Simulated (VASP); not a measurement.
# Bi2Te3 (R-3m) in VASP: notebook

The runs below take Bi2Te3 through electric field gradients, with PBE.

Everything below comes from runs of VASP 6.6.1. Logs are shortened: lines on timing, memory, paths and dates and some standing lists are left out, and cuts for length are marked.

## 1. The cell of the first run

Symmetry: R-3m, No. 166, trigonal system. Conventional cell: a = 4.357 Å, b = 4.357 Å, c = 30.292 Å, α = 90.00°, β = 90.00°, γ = 120.00°. Bi (site symmetry 3m) has 6 Te at 3.05 to 3.23 Å within 4.0 Å. Te (site symmetry -3m) has 6 Bi at 3.23 Å and 12 Te at 4.36 to 4.52 Å within 4.6 Å. Te (site symmetry 3m) has 3 Bi at 3.05 Å and 3 Te at 3.61 Å within 4.0 Å.

## 2. Electric field gradients, PBE (33.19 Å³/atom)

Input file INCAR:

```
ALGO = Normal
EDIFF = 1E-8
ENCUT = 520
GGA = PE
ISIF = 2
ISMEAR = -1
LASPH = True
LCHARG = False
LEFG = True
LREAL = False
LWAVE = False
NBANDS = 32
NELM = 80
PREC = Accurate
SIGMA = 0.08
```

Input file KPOINTS:

```
k-points
0
Gamma
  7 7 7
```

Input file POSCAR:

```
Bi2Te3
1.0
    2.1782819904      1.2576316935     10.0974419711
   -2.1782819904      1.2576316935     10.0974419711
    0.0000000000     -2.5152633870     10.0974419711
Bi Te
2 3
Direct
    0.4000000000      0.4000000000      0.4000000000
    0.6000000000      0.6000000000      0.6000000000
    0.0000000000      0.0000000000      0.0000000000
    0.2095000000      0.2095000000      0.2095000000
    0.7905000000      0.7905000000      0.7905000000
```

Potentials or basis: VASP PAW PBE potentials, release 64 (Bi_d, Te).

The run is started by

```
$ cat potpaw_PBE.64/Bi_d/POTCAR potpaw_PBE.64/Te/POTCAR > POTCAR
$ mpirun -np 1 vasp_std > vasp.out
```

OUTCAR:

```text
EDIFF = 1E-8
   ENCUT = 520
   GGA = PE
   ISIF = 2
   ISMEAR = -1
   LASPH = True
   LREAL = False
   NELM = 80
   PREC = Accurate

 ion  position               nearest neighbor table
   1  0.400  0.400  0.400-   5 3.05   5 3.05   5 3.05   3 3.23   3 3.23   3 3.23
   2  0.600  0.600  0.600-   4 3.05   4 3.05   4 3.05   3 3.23   3 3.23   3 3.23
   3  0.000  0.000  0.000-   2 3.23   1 3.23   2 3.23   2 3.23   1 3.23   1 3.23
   4  0.209  0.209  0.209-   2 3.05   2 3.05   2 3.05   5 3.61   5 3.61   5 3.61
   5  0.791  0.791  0.791-   1 3.05   1 3.05   1 3.05   4 3.61   4 3.61   4 3.61

  LATTYP: Found a trigonal (rhomboedric) cell.
 ALAT       =    10.4060023191
 COS(alpha) =     0.9123624232

  Lattice vectors:

 A1 = (   2.1782819904,   1.2576316935,  10.0974419711)
 A2 = (  -2.1782819904,   1.2576316935,  10.0974419711)
 A3 = (   0.0000000000,  -2.5152633870,  10.0974419711)

Analysis of symmetry for initial positions (statically):
=====================================================================
 Subroutine PRICEL returns:
 Original cell was already a primitive cell.

 Routine SETGRP: Setting up the symmetry group for a
 trigonal (rhombohedral) supercell.

 Subroutine GETGRP returns: Found 12 space group operations
 (whereof 12 operations were pure point group operations)
 out of a pool of 12 trial point group operations.

The static configuration has the point symmetry D_3d.

Analysis of symmetry for dynamics (positions and initial velocities):
=====================================================================
 Subroutine PRICEL returns:
 Original cell was already a primitive cell.

 Routine SETGRP: Setting up the symmetry group for a
 trigonal (rhombohedral) supercell.

 Subroutine GETGRP returns: Found 12 space group operations
 (whereof 12 operations were pure point group operations)
 out of a pool of 12 trial point group operations.

The dynamic configuration has the point symmetry D_3d.

 Subroutine INISYM returns: Found 12 space group operations
 (whereof 12 operations are pure point group operations),
 and found     1 'primitive' translations

----------------------------------------------------------------------------------------

                                     Primitive cell

  volume of cell :     165.9702

  direct lattice vectors                    reciprocal lattice vectors
     2.178281990  1.257631694 10.097441971     0.229538693  0.132524226  0.033011661
    -2.178281990  1.257631694 10.097441971    -0.229538693  0.132524226  0.033011661
     0.000000000 -2.515263387 10.097441971     0.000000000 -0.265048452  0.033011661

  length of vectors
    10.406002319 10.406002319 10.406002319     0.267096334  0.267096334  0.267096334

  position of ions in fractional coordinates (direct lattice)
     0.400000000  0.400000000  0.400000000
     0.600000000  0.600000000  0.600000000
     0.000000000  0.000000000  0.000000000
     0.209500000  0.209500000  0.209500000
     0.790500000  0.790500000  0.790500000

  ion indices of the primitive-cell ions
   primitive index   ion index
                 1           1
                 2           2
                 3           3
                 4           4
                 5           5

----------------------------------------------------------------------------------------

 KPOINTS: k-points

Automatic generation of k-mesh.
 Grid dimensions read from file:
 generate k-points for:    7    7    7

 Generating k-lattice:

  Cartesian coordinates                     Fractional coordinates (reciprocal lattice)
[... 41 lines left out ...]
 [... further k-points ...]
   k-points           NKPTS =     44   k-points in BZ     NKDIM =     44   number of bands    NBANDS=     32
   number of dos      NEDOS =    301   number of ions     NIONS =      5
   total plane-waves  NPLWV = 512000
   dimension x,y,z NGX =    80 NGY =   80 NGZ =   80
   dimension x,y,z NGXF=   160 NGYF=  160 NGZF=  160
   ions per type =               2   3
   NGX,Y,Z   is equivalent  to a cutoff of  12.78, 12.78, 12.78 a.u.
   NGXF,Y,Z  is equivalent  to a cutoff of  25.56, 25.56, 25.56 a.u.
 SYSTEM =  unknown system
   PREC   = accura    normal or accurate (medium, high low for compatibility)
   ISTART =      0    job   : 0-new  1-cont  2-samecut
   ICHARG =      2    charge: 1-file 2-atom 10-const
   ISPIN  =      1    spin polarized calculation?
   LNONCOLLINEAR =      F non collinear calculations
   LSORBIT =      F    spin-orbit coupling
   LASPH  =      T    aspherical Exc in radial PAW
   ENCUT  =  520.0 eV  38.22 Ry    6.18 a.u.  19.35 19.35 19.35*2*pi/ulx,y,z
   NELM   =     80;   NELMIN=  2; NELMDL= -5     # of ELM steps
   EDIFF  = 0.1E-07   stopping-criterion for ELM
   LREAL  =      F    real-space projection
   EDIFFG = 0.1E-06   stopping-criterion for IOM
   NSW    =      0    number of steps for IOM
   IBRION =     -1    ionic relax: 0-MD 1-quasi-New 2-CG
   NFREE  =      0    steps in history (QN), initial steepest desc. (CG)
   ISIF   =      2    stress and relaxation
   ISYM   =      2    0-nonsym 1-usesym 2-fastsym
   POTIM  = 0.5000    time-step for ionic-motion
   TEBEG  =    0.0;   TEEND  =   0.0 temperature during run
   PSTRESS=    0.0 pullay stress
   NELECT =      48.0000    total number of electrons
   NUPDOWN=      -1.0000    fix difference up-down
   EMIN   =  10.00;   EMAX   =-10.00  energy-range for DOS
   EFERMI =   0.00;   METHOD = LEGACY
   ISMEAR =    -1;   SIGMA  =   0.08  broadening in eV -4-tet -1-fermi 0-gaus
   EFERMI_NEDOS =   21; number of points for ismear=-14 and -15
   IALGO  =     38    algorithm
   IMIX   =      4    mixing-type and parameters
     AMIX     =   0.40;   BMIX     =  1.00
     AMIX_MAG =   1.60;   BMIX_MAG =  1.00
  volume/ion in A,a.u.               =      33.19       224.00
  Fermi-wavevector in a.u.,A,eV,Ry     =   1.082626  2.045867 15.947108  1.172079
  Thomas-Fermi vector in A             =   2.218672
   LORBIT       =      0    0 simple, 1 ext, 2 COOP (PROOUT), +10 PAW based schemes
   GGA     = PE    functional components
   LHFCALC =     F    Hartree Fock is set to
   AEXX    =    0.0000 exact exchange contribution
   IVDW    =     0    specifies the selected vdW correction
   LEPSILON=     F    determine dielectric tensor
   LRPA    =     F    only Hartree local field effects (RPA)
 non-spin polarized calculation
  energy-cutoff  :      520.00
  volume of cell :      165.97
 maximum number of plane-waves:      4490
 NGX is ok and might be reduce to    80
   NGX = 39   NGY = 39   NGZ = 39

 number of electron      48.0000006 magnetization

 Free energy of the ion-electron system (eV)
  ---------------------------------------------------
  ext. energy  EPLUGINS =         0.00000000
  ---------------------------------------------------
  free energy    TOTEN  =       -18.28343842 eV

  energy without entropy =      -18.28200437  energy(sigma->0) =      -18.28272140

 E-fermi :   6.6393     XC(G=0):  -9.4196

 val. band max:        6.5006715990   @ k =   0.0000   0.0000   0.0000
 cond. band min:       6.7684105852   @ k =   0.0000   0.0000   0.0000
 fundamental gap:      0.2677389862
 Fermi energy:         6.6392789843

 k-point     1 :       0.0000    0.0000    0.0000
  band No.  band energies     occupation
      1     -16.7581      2.00000
      2     -16.7581      2.00000
      3     -16.7564      2.00000
      4     -16.7564      2.00000
      5     -16.7481      2.00000
      6     -16.7466      2.00000
[... 829 lines left out ...]
     31      10.8510      0.00000
     32      10.9053      0.00000

 [... further k-points ...]
[... 5 lines left out ...]
  --------------------------------------------------------------------------------------
  -------------------------------------------------------------------------------------
  Total        3.2083735      3.2083735      3.0770436      0.0000000      0.0000000      0.0000000
  in kB       30.9717196     30.9717196     29.7039388      0.0000000      0.0000000      0.0000000
  external PRESSURE =      30.5491260 kB  Pullay stress =       0.0000000 kB

 VOLUME and BASIS-vectors are now :
 -----------------------------------------------------------------------------
  energy-cutoff  :      520.00
  volume of cell :      165.97
      direct lattice vectors                 reciprocal lattice vectors
     2.178281990  1.257631694 10.097441971     0.229538693  0.132524226  0.033011661
    -2.178281990  1.257631694 10.097441971    -0.229538693  0.132524226  0.033011661
     0.000000000 -2.515263387 10.097441971     0.000000000 -0.265048452  0.033011661

 POSITION                                       TOTAL-FORCE (eV/Angst)
 -----------------------------------------------------------------------------------
      0.00000      0.00000     12.11693         0.000000     -0.000000     -0.025700
      0.00000      0.00000     18.17540         0.000000     -0.000000      0.025700
      0.00000      0.00000      0.00000        -0.000000     -0.000000     -0.000000
      0.00000      0.00000      6.34624         0.000000     -0.000000     -0.100163
      0.00000      0.00000     23.94608         0.000000      0.000000      0.100163
 -----------------------------------------------------------------------------------
    total drift:                               -0.000000     -0.000000     -0.000000

  FREE ENERGIE OF THE ION-ELECTRON SYSTEM (eV)
  ---------------------------------------------------
  free  energy   TOTEN  =       -18.2834384171 eV

  energy  without entropy=      -18.2820043738  energy(sigma->0) =      -18.28272140

 Electric field gradients (V/A^2)
---------------------------------------------------------------------
 ion       V_xx      V_yy      V_zz      V_xy      V_xz      V_yz
---------------------------------------------------------------------
   1     -13.458   -13.458    26.916     0.000     0.000     0.000
   2     -13.458   -13.458    26.916     0.000     0.000     0.000
   3     -47.043   -47.043    94.087     0.000    -0.000     0.000
   4      -4.392    -4.392     8.785    -0.000     0.000     0.000
   5      -4.392    -4.392     8.785    -0.000    -0.000     0.000
---------------------------------------------------------------------

 Electric field gradients after diagonalization (V/A^2)
 (convention: |V_zz| > |V_xx| > |V_yy|)
----------------------------------------------------------------------
 ion       V_xx      V_yy      V_zz     asymmetry (V_yy - V_xx)/ V_zz
----------------------------------------------------------------------
   1     -13.458   -13.458    26.916       0.000
   2     -13.458   -13.458    26.916       0.000
   3     -47.043   -47.043    94.087       0.000
   4      -4.392    -4.392     8.785       0.000
   5      -4.392    -4.392     8.785       0.000
----------------------------------------------------------------------

           NMR quadrupolar parameters

 Cq : quadrupolar parameter    Cq=e*Q*V_zz/h
 eta: asymmetry parameters     (V_yy - V_xx)/ V_zz
 Q  : nuclear electric quadrupole moment in mb (millibarn)
----------------------------------------------------------------------
 ion       Cq(MHz)       eta       Q (mb)
----------------------------------------------------------------------
   1       0.065       0.000       1.000
   2       0.065       0.000       1.000
   3       0.228       0.000       1.000
   4       0.021       0.000       1.000
   5       0.021       0.000       1.000
----------------------------------------------------------------------
```

Run time: 25 min. Hardware: 1 thread of Oxide Virtual Turin-like, shared host; peak memory 0.96 GiB.

What came out:

| Item | Value |
| --- | --- |
| Free energy | -18.2834 eV |
| Pressure | 3.1 GPa |
| Largest force | 0.100 eV/Å |
| Band gap on the k mesh | 0.27 eV |
| Largest electric field gradient by atom | Bi +26.9; Te +94.1, +8.8 (each value once) V/Å² |

Forces in eV/Å, atoms in the order of the input:
```
Bi   0.000  0.000 -0.026
Bi   0.000  0.000  0.026
Te   0.000  0.000  0.000
Te   0.000  0.000 -0.100
Te   0.000  0.000  0.100
```

Stress tensor (GPa, compression positive):
```
3.10 0.00 0.00
0.00 3.10 0.00
0.00 0.00 2.97
```

Levels at points of the mesh, in eV from the valence-band top:
| k point | band 21 | band 22 | band 23 | band 24 | band 25 | band 26 | band 27 | band 28 |
| --- | --- | --- | --- | --- | --- | --- | --- | --- |
| (0.00, 0.00, 0.00) | -1.78 | -0.93 | -0.93 | 0.00 | 0.27 | 0.61 | 0.61 | 1.94 |

Electric field gradients, principal values (V/Å²):
| atom | least | middle | greatest (by size) |
| --- | --- | --- | --- |
| 1 Bi | -13.458 | -13.458 | 26.916 |
| 2 Bi | -13.458 | -13.458 | 26.916 |
| 3 Te | -47.043 | -47.043 | 94.087 |
| 4 Te | -4.392 | -4.392 | 8.785 |
| 5 Te | -4.392 | -4.392 | 8.785 |

Caveat: the cell stands under pressure; without QUAD_EFG the Cq values of the log hold for a quadrupole moment of 1 mb, not for the nuclei; spin-orbit coupling is left out, which moves the levels of the heavy elements; an odd mesh through Γ misses points on the zone boundary, where band edges can lie.

[end of part 1 of 3]
